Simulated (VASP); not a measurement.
# Pt in VASP: a series of runs

The runs below take Pt through single point, with PBE, r2SCAN.

Everything below comes from runs of VASP 6.6.1. Logs are shortened: lines on timing, memory, paths and dates and some standing lists are left out, and cuts for length are marked.

**1. The cell of the first run**

The structure is hexagonal, space group P6_3/mmc (No. 194). The conventional cell has a = 2.761 Å, b = 2.761 Å, c = 4.792 Å, α = 90.00°, β = 90.00°, γ = 120.00°. Within 3.6 Å of Pt (site symmetry -6m2) lie 12 Pt at 2.76 to 2.88 Å.

**2. Single point, PBE**

Input file INCAR:

```
SYSTEM = Pt
ALGO = Normal
EDIFF = 1E-7
ENCUT = 520
GGA = PE
ISIF = 2
ISMEAR = -1
LASPH = .TRUE.
LCHARG = .FALSE.
LREAL = .FALSE.
LWAVE = .FALSE.
NBANDS = 17
NELM = 60
PREC = Accurate
SIGMA = 0.05
```

Input file KPOINTS:

```
k-points
0
G
  11 11 6
  0 0 0
```

Input file POSCAR:

```
Pt
1.0
    2.7606656158      0.0000000000      0.0000000000
   -1.3803328079      2.3908065546      0.0000000000
    0.0000000000      0.0000000000      4.7921340000
Pt
2
Direct
    0.3333333333      0.6666666667      0.2500000000
    0.6666666667      0.3333333333      0.7500000000
```

Potentials or basis: VASP PAW PBE potentials, release 64 (Pt).

The run is started by

```sh
cat potpaw_PBE.64/Pt/POTCAR > POTCAR
mpirun -np 1 vasp_std > vasp.out
```

OUTCAR:

```text
SYSTEM = Pt
   EDIFF = 1E-7
   ENCUT = 520
   GGA = PE
   ISIF = 2
   ISMEAR = -1
   LASPH = .TRUE.
   LREAL = .FALSE.
   NELM = 60
   PREC = Accurate

 ion  position               nearest neighbor table
   1  0.333  0.667  0.250-   2 2.88   2 2.88   2 2.88   2 2.88   2 2.88   2 2.88
   2  0.667  0.333  0.750-   1 2.88   1 2.88   1 2.88   1 2.88   1 2.88   1 2.88

  LATTYP: Found a hexagonal cell.
 ALAT       =     2.7606656158
 C/A-ratio  =     1.7358618054

  Lattice vectors:

 A1 = (   2.7606656158,   0.0000000000,   0.0000000000)
 A2 = (  -1.3803328079,   2.3908065546,   0.0000000000)
 A3 = (   0.0000000000,   0.0000000000,   4.7921340000)

Analysis of symmetry for initial positions (statically):
=====================================================================
 Subroutine PRICEL returns:
 Original cell was already a primitive cell.

 Routine SETGRP: Setting up the symmetry group for a
 hexagonal supercell.

 Subroutine GETGRP returns: Found 24 space group operations
 (whereof 12 operations were pure point group operations)
 out of a pool of 24 trial point group operations.

The static configuration has the point symmetry D_3d.
 The point group associated with its full space group is D_6h.

Analysis of symmetry for dynamics (positions and initial velocities):
=====================================================================
 Subroutine PRICEL returns:
 Original cell was already a primitive cell.

 Routine SETGRP: Setting up the symmetry group for a
 hexagonal supercell.

 Subroutine GETGRP returns: Found 24 space group operations
 (whereof 12 operations were pure point group operations)
 out of a pool of 24 trial point group operations.

The dynamic configuration has the point symmetry D_3d.
 The point group associated with its full space group is D_6h.

 Subroutine INISYM returns: Found 24 space group operations
 (whereof 12 operations are pure point group operations),
 and found     1 'primitive' translations

----------------------------------------------------------------------------------------

                                     Primitive cell

  volume of cell :      31.6291

  direct lattice vectors                    reciprocal lattice vectors
     2.760665616  0.000000000  0.000000000     0.362231483  0.209134444  0.000000000
    -1.380332808  2.390806555  0.000000000     0.000000000  0.418268888  0.000000000
     0.000000000  0.000000000  4.792134000     0.000000000  0.000000000  0.208675300

  length of vectors
     2.760665616  2.760665616  4.792134000     0.418268888  0.418268888  0.208675300

  position of ions in fractional coordinates (direct lattice)
     0.333333333  0.666666667  0.250000000
     0.666666667  0.333333333  0.750000000

  ion indices of the primitive-cell ions
   primitive index   ion index
                 1           1
                 2           2

----------------------------------------------------------------------------------------

 KPOINTS: k-points

Automatic generation of k-mesh.
 Grid dimensions read from file:
 generate k-points for:   11   11    6

 Generating k-lattice:

  Cartesian coordinates                     Fractional coordinates (reciprocal lattice)
     0.032930135  0.019012222  0.000000000     0.090909091  0.000000000  0.000000000
     0.000000000  0.038024444  0.000000000     0.000000000  0.090909091  0.000000000
     0.000000000  0.000000000  0.034779217     0.000000000  0.000000000  0.166666667

  Length of vectors
     0.038024444  0.038024444  0.034779217

  Shift w.r.t. Gamma in fractional coordinates (k-lattice)
     0.000000000  0.000000000  0.000000000

 Subroutine IBZKPT returns following result:
 ===========================================

 Found     64 irreducible k-points:

 Following reciprocal coordinates:
            Coordinates               Weight
  0.000000  0.000000  0.000000      1.000000
  0.090909  0.000000  0.000000      6.000000
  0.181818  0.000000  0.000000      6.000000
  0.272727  0.000000  0.000000      6.000000
  0.363636  0.000000  0.000000      6.000000
  0.454545  0.000000  0.000000      6.000000
[... 16 lines left out ...]
  0.090909  0.090909  0.166667     12.000000
  0.181818  0.090909  0.166667     24.000000
 [... further k-points ...]
   k-points           NKPTS =     64   k-points in BZ     NKDIM =     64   number of bands    NBANDS=     17
   number of dos      NEDOS =    301   number of ions     NIONS =      2
   total plane-waves  NPLWV =  20736
   dimension x,y,z NGX =    24 NGY =   24 NGZ =   36
   dimension x,y,z NGXF=    48 NGYF=   48 NGZF=   72
   ions per type =               2
   NGX,Y,Z   is equivalent  to a cutoff of  14.45, 14.45, 12.49 a.u.
   NGXF,Y,Z  is equivalent  to a cutoff of  28.91, 28.91, 24.98 a.u.
 SYSTEM =  Pt
   PREC   = accura    normal or accurate (medium, high low for compatibility)
   ISTART =      0    job   : 0-new  1-cont  2-samecut
   ICHARG =      2    charge: 1-file 2-atom 10-const
   ISPIN  =      1    spin polarized calculation?
   LNONCOLLINEAR =      F non collinear calculations
   LSORBIT =      F    spin-orbit coupling
   LASPH  =      T    aspherical Exc in radial PAW
   ENCUT  =  520.0 eV  38.22 Ry    6.18 a.u.   5.13  5.13  8.91*2*pi/ulx,y,z
   NELM   =     60;   NELMIN=  2; NELMDL= -5     # of ELM steps
   EDIFF  = 0.1E-06   stopping-criterion for ELM
   LREAL  =      F    real-space projection
   EDIFFG = 0.1E-05   stopping-criterion for IOM
   NSW    =      0    number of steps for IOM
   IBRION =     -1    ionic relax: 0-MD 1-quasi-New 2-CG
   NFREE  =      0    steps in history (QN), initial steepest desc. (CG)
   ISIF   =      2    stress and relaxation
   ISYM   =      2    0-nonsym 1-usesym 2-fastsym
   POTIM  = 0.5000    time-step for ionic-motion
   TEBEG  =    0.0;   TEEND  =   0.0 temperature during run
   PSTRESS=    0.0 pullay stress
   NELECT =      20.0000    total number of electrons
   NUPDOWN=      -1.0000    fix difference up-down
   EMIN   =  10.00;   EMAX   =-10.00  energy-range for DOS
   EFERMI =   0.00;   METHOD = LEGACY
   ISMEAR =    -1;   SIGMA  =   0.05  broadening in eV -4-tet -1-fermi 0-gaus
   EFERMI_NEDOS =   21; number of points for ismear=-14 and -15
   IALGO  =     38    algorithm
   IMIX   =      4    mixing-type and parameters
     AMIX     =   0.40;   BMIX     =  1.00
     AMIX_MAG =   1.60;   BMIX_MAG =  1.00
  volume/ion in A,a.u.               =      15.81       106.72
  Fermi-wavevector in a.u.,A,eV,Ry     =   1.405149  2.655347 26.863944  1.974444
  Thomas-Fermi vector in A             =   2.527639
   LORBIT       =      0    0 simple, 1 ext, 2 COOP (PROOUT), +10 PAW based schemes
   GGA     = PE    functional components
   LHFCALC =     F    Hartree Fock is set to
   AEXX    =    0.0000 exact exchange contribution
   IVDW    =     0    specifies the selected vdW correction
   LEPSILON=     F    determine dielectric tensor
   LRPA    =     F    only Hartree local field effects (RPA)
 non-spin polarized calculation
  energy-cutoff  :      520.00
  volume of cell :       31.63
 maximum number of plane-waves:       868
 NGX is ok and might be reduce to    24
   NGX = 11   NGY = 11   NGZ = 17

 number of electron      20.0000004 magnetization

 Free energy of the ion-electron system (eV)
  ---------------------------------------------------
  ext. energy  EPLUGINS =         0.00000000
  ---------------------------------------------------
  free energy    TOTEN  =       -12.08573322 eV

  energy without entropy =      -12.04976155  energy(sigma->0) =      -12.06774739

 E-fermi :  10.3480     XC(G=0): -13.2008

 val. band max:       10.3439260710   @ k =   0.2727   0.0909   0.1667
 cond. band min:      10.3504347440   @ k =   0.2727   0.2727   0.5000
 fundamental gap:      0.0065086729
 Fermi energy:        10.3480350535

 k-point     1 :       0.0000    0.0000    0.0000
  band No.  band energies     occupation
      1       0.6780      2.00000
      2       3.3197      2.00000
      3       6.4306      2.00000
      4       6.9497      2.00000
      5       6.9497      2.00000
      6       7.3126      2.00000
[... 9 lines left out ...]
     16      27.6360      0.00000
     17      31.4008      0.00000

 k-point     2 :       0.0909    0.0000    0.0000
  band No.  band energies     occupation
      1       0.9755      2.00000
      2       3.5910      2.00000
      3       6.3894      2.00000
      4       6.9480      2.00000
      5       7.1771      2.00000
      6       7.1808      2.00000
[... 9 lines left out ...]
     16      27.9414      0.00000
     17      29.9334      0.00000

 k-point     3 :       0.1818    0.0000    0.0000
  band No.  band energies     occupation
      1       1.8039      2.00000
      2       4.2402      2.00000
      3       6.1704      2.00000
      4       6.7424      2.00000
      5       6.8525      2.00000
      6       7.4282      2.00000
[... 9 lines left out ...]
     16      27.9092      0.00000
     17      28.1219      0.00000

 k-point     4 :       0.2727    0.0000    0.0000
  band No.  band energies     occupation
      1       2.9103      2.00000
      2       4.5409      2.00000
      3       5.8223      2.00000
      4       6.3580      2.00000
      5       6.5822      2.00000
      6       7.6476      2.00000
[... 9 lines left out ...]
     16      26.0792      0.00000
     17      28.3609      0.00000

 k-point     5 :       0.3636    0.0000    0.0000
  band No.  band energies     occupation
      1       3.7310      2.00000
      2       4.2836      2.00000
      3       5.1125      2.00000
      4       6.6734      2.00000
      5       7.2555      2.00000
      6       7.3268      2.00000
[... 9 lines left out ...]
     16      24.3225      0.00000
     17      24.7217      0.00000

 k-point     6 :       0.4545    0.0000    0.0000
  band No.  band energies     occupation
      1       3.9622      2.00000
      2       4.0695      2.00000
      3       4.7513      2.00000
      4       7.0371      2.00000
      5       7.2739      2.00000
      6       7.2993      2.00000
[... 9 lines left out ...]
     16      22.5546      0.00000
     17      23.7845      0.00000

 k-point     7 :       0.0909    0.0909    0.0000
  band No.  band energies     occupation
      1       1.5431      2.00000
      2       4.0771      2.00000
      3       6.1816      2.00000
      4       6.9304      2.00000
      5       7.1051      2.00000
      6       7.2283      2.00000
[... 9 lines left out ...]
     16      27.2648      0.00000
     17      28.8577      0.00000

 k-point     8 :       0.1818    0.0909    0.0000
  band No.  band energies     occupation
      1       2.5518      2.00000
      2       4.7138      2.00000
      3       5.9452      2.00000
      4       6.2194      2.00000
      5       6.6256      2.00000
      6       7.4565      2.00000
[... 9 lines left out ...]
     16      27.0045      0.00000
     17      28.4740      0.00000
[... 203 lines left out ...]
      1       2.0157      2.00000
      2       4.2416      2.00000
      3       6.2256      2.00000
      4       6.3970      2.00000
      5       6.7006      2.00000
      6       7.3716      2.00000
[... 9 lines left out ...]
     16      27.7106      0.00000
     17      28.1449      0.00000

 k-point    20 :       0.2727    0.0000    0.1667
  band No.  band energies     occupation
      1       3.0483      2.00000
      2       4.5826      2.00000
      3       5.6896      2.00000
      4       6.2521      2.00000
      5       6.5736      2.00000
      6       7.6041      2.00000
[... 9 lines left out ...]
     16      26.0926      0.00000
     17      27.4246      0.00000

 k-point    21 :       0.3636    0.0000    0.1667
  band No.  band energies     occupation
      1       3.6958      2.00000
      2       4.3164      2.00000
      3       5.2654      2.00000
      4       6.0598      2.00000
      5       7.3007      2.00000
      6       7.5740      2.00000
[... 9 lines left out ...]
     16      24.2325      0.00000
     17      25.4571      0.00000

 k-point    22 :       0.4545    0.0000    0.1667
  band No.  band energies     occupation
      1       3.8152      2.00000
      2       4.0591      2.00000
      3       5.0652      2.00000
      4       6.0838      2.00000
      5       7.4301      2.00000
      6       7.5513      2.00000
[... 9 lines left out ...]
     16      23.0554      0.00000
     17      24.0803      0.00000

 k-point    23 :       0.0909    0.0909    0.1667
  band No.  band energies     occupation
      1       1.7635      2.00000
      2       4.0672      2.00000
      3       6.2316      2.00000
      4       6.5875      2.00000
      5       6.8089      2.00000
      6       7.3031      2.00000
[... 9 lines left out ...]
     16      27.3118      0.00000
     17      27.9548      0.00000

 k-point    24 :       0.1818    0.0909    0.1667
  band No.  band energies     occupation
      1       2.7330      2.00000
      2       4.7536      2.00000
      3       5.8887      2.00000
      4       6.0289      2.00000
      5       6.6008      2.00000
      6       7.1639      2.00000
[... 9 lines left out ...]
     16      26.8530      0.00000
     17      27.7807      0.00000

 [... further k-points ...]
[... 5 lines left out ...]
  --------------------------------------------------------------------------------------
  -------------------------------------------------------------------------------------
  Total       -0.0975909     -0.0975909     -0.4335069      0.0000000      0.0000000      0.0000000
  in kB       -4.9434807     -4.9434807    -21.9593464      0.0000000      0.0000000      0.0000000
  external PRESSURE =     -10.6154359 kB  Pullay stress =       0.0000000 kB

 VOLUME and BASIS-vectors are now :
 -----------------------------------------------------------------------------
  energy-cutoff  :      520.00
  volume of cell :       31.63
      direct lattice vectors                 reciprocal lattice vectors
     2.760665616  0.000000000  0.000000000     0.362231483  0.209134444  0.000000000
    -1.380332808  2.390806555  0.000000000     0.000000000  0.418268888  0.000000000
     0.000000000  0.000000000  4.792134000     0.000000000  0.000000000  0.208675300

 POSITION                                       TOTAL-FORCE (eV/Angst)
 -----------------------------------------------------------------------------------
     -0.00000      1.59387      1.19803        -0.000000      0.000000      0.000000
      1.38033      0.79694      3.59410         0.000000     -0.000000      0.000000
 -----------------------------------------------------------------------------------
    total drift:                               -0.000000      0.000000     -0.000000

  FREE ENERGIE OF THE ION-ELECTRON SYSTEM (eV)
  ---------------------------------------------------
  free  energy   TOTEN  =       -12.0857332246 eV

  energy  without entropy=      -12.0497615545  energy(sigma->0) =      -12.06774739
```

Wall time 33 s (1 thread of AMD EPYC 7R43 (Zen 3), shared host); peak memory 0.13 GiB.

What came out:

```
Free energy            : -12.0857 eV
Pressure               : -1.1 GPa
Band gap on the k mesh : zero (band 10 reaches 10.75 eV, above the bottom of band 11 at 9.56 eV)
```

Levels at points of the mesh, in eV from the Fermi level:
| k point | band 8 | band 9 | band 10 | band 11 | band 12 | band 13 |
| --- | --- | --- | --- | --- | --- | --- |
| (0.00, 0.00, 0.00) | -1.79 | -1.79 | -0.70 | -0.22 | -0.22 | 4.67 |
| (0.00, 0.00, 0.50) | -3.39 | -0.79 | -0.79 | -0.79 | -0.79 | 11.91 |

Caveat: spin-orbit coupling is left out, which moves the levels of the heavy elements.

**3. Single point, r2SCAN**

Input file POSCAR:

```
Pt
1.0
    2.7606656158      0.0000000000      0.0000000000
   -1.3803328079      2.3908065546      0.0000000000
    0.0000000000      0.0000000000      4.7921340000
Pt
2
Direct
    0.3284440000      0.6879730000      0.2528560000
    0.6733180000      0.3227900000      0.7433810000
```

Input file INCAR.step1:

```
SYSTEM = Pt
PREC     = Accurate       ! precision mode
ENCUT    = 520            ! plane-wave cutoff, eV
ISMEAR   = 0              ! smearing method
SIGMA    = 0.05           ! smearing width, eV
LREAL    = .False.        ! projectors in reciprocal space
LASPH    = .True.         ! aspherical terms in the spheres
NELM     = 80             ! most SCF steps
NBANDS   = 17             ! bands
GGA      = PE             ! functional
ALGO     = Normal         ! electronic algorithm
EDIFF    = 1E-4           ! SCF threshold, eV
LWAVE    = .True.         ! write WAVECAR
LCHARG   = .False.        ! write CHGCAR
```

Input file INCAR.step2:

```
SYSTEM = Pt
PREC     = Accurate       ! precision mode
ENCUT    = 520            ! plane-wave cutoff, eV
EDIFF    = 1E-6           ! SCF threshold, eV
ISMEAR   = 0              ! smearing method
SIGMA    = 0.05           ! smearing width, eV
LREAL    = .False.        ! projectors in reciprocal space
LASPH    = .True.         ! aspherical terms in the spheres
NELM     = 80             ! most SCF steps
ALGO     = Normal         ! electronic algorithm
ISIF     = 2              ! what is computed and relaxed
LWAVE    = .False.        ! write WAVECAR
LCHARG   = .False.        ! write CHGCAR
METAGGA  = R2SCAN         ! meta-GGA
LMIXTAU  = .True.       
NBANDS   = 17             ! bands
ISTART   = 1
```

Input file KPOINTS:

```
Automatic mesh
0
Gamma
  8 8 4
  0 0 0
```

Potentials or basis: VASP PAW PBE potentials, release 64 (Pt).

The run is started by

```sh
cat potpaw_PBE.64/Pt/POTCAR > POTCAR
cp INCAR.step1 INCAR
mpirun -np 1 vasp_std > vasp.out
cp INCAR.step2 INCAR
mpirun -np 1 vasp_std > vasp.out
```

It took 82 s on 1 thread of Intel Xeon 6975P-C (Granite Rapids), shared host; peak memory 0.19 GiB.

It converged, with:

- Free energy: -102.8131 eV
- Pressure: -5.3 GPa
- Largest force: 0.452 eV/Å
- Band gap on the k mesh: zero (band 10 reaches 10.65 eV, above the bottom of band 11 at 9.27 eV)

Forces on the atoms (eV/Å):
```
Pt  -0.095  0.032 -0.441
Pt   0.095 -0.032  0.441
```

Stress tensor (GPa, compression positive):
```
-4.93 -0.36 -0.13
-0.36 -5.19  0.27
-0.13  0.27 -5.71
```

Levels at points of the mesh, in eV from the Fermi level:
```csv
k point,band 6,band 7,band 8,band 9,band 10,band 11,band 12,band 13,band 14,band 15
"(0.00, 0.00, 0.00)",-3.15,-3.06,-2.07,-1.64,-0.48,-0.46,-0.03,4.96,16.10,16.64
"(0.50, 0.00, 0.00)",-2.96,-2.60,-0.08,0.34,0.57,2.54,3.95,7.78,9.54,9.96
"(0.00, 0.50, 0.00)",-2.91,-2.76,-0.07,0.32,0.59,2.65,3.84,7.95,9.77,9.86
"(0.50, 0.50, 0.00)",-2.98,-2.18,0.03,0.40,0.51,2.23,4.22,7.38,8.69,10.45
"(0.00, 0.00, 0.50)",-3.49,-3.47,-3.44,-0.99,-0.83,-0.79,-0.71,12.18,13.00,16.47
"(0.50, 0.00, 0.50)",-1.72,-0.70,-0.61,0.45,0.48,1.74,1.92,6.83,6.99,14.62
"(0.00, 0.50, 0.50)",-1.70,-0.56,-0.47,0.44,0.49,1.60,1.78,6.93,7.08,14.48
"(0.50, 0.50, 0.50)",-1.73,-1.14,-1.07,0.46,0.48,2.11,2.31,6.54,6.72,15.15
```

Caveat: the PAW data sets were made with another functional, which shifts forces and pressure a little; spin-orbit coupling is left out, which moves the levels of the heavy elements.

(Part 1 of 2 ends here.)
